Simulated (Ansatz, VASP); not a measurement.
## Two plane-wave programs on Sc

```xyz
1
Lattice="0.0000 2.3125 2.3125 2.3125 0.0000 2.3125 2.3125 2.3125 0.0000" Properties=species:S:1:pos:R:3 pbc="T T T"
Sc    0.0000    0.0000    0.0000
```

Alike in both runs: functional PBE; k mesh 16 × 16 × 16; occupations fermi-dirac, width 0.08 eV; no spin polarisation.

Ansatz relaxed the structure, and its values are those at the end. VASP's run is a single point on that final structure, the one shown.

```csv
,VASP,Ansatz
version,VASP 6.6.1,Ansatz 0.2.0
potentials or method,"VASP PAW PBE potentials, release 64 (Sc_sv)","PAW with Ansatz's default frozen-core files, scalar-relativistic"
plane-wave cutoff (eV),520,420
valence electrons in the cell,11,11
```

```csv
,VASP,Ansatz,Ansatz less VASP
pressure (GPa),0.0,0.0,-0.02
```
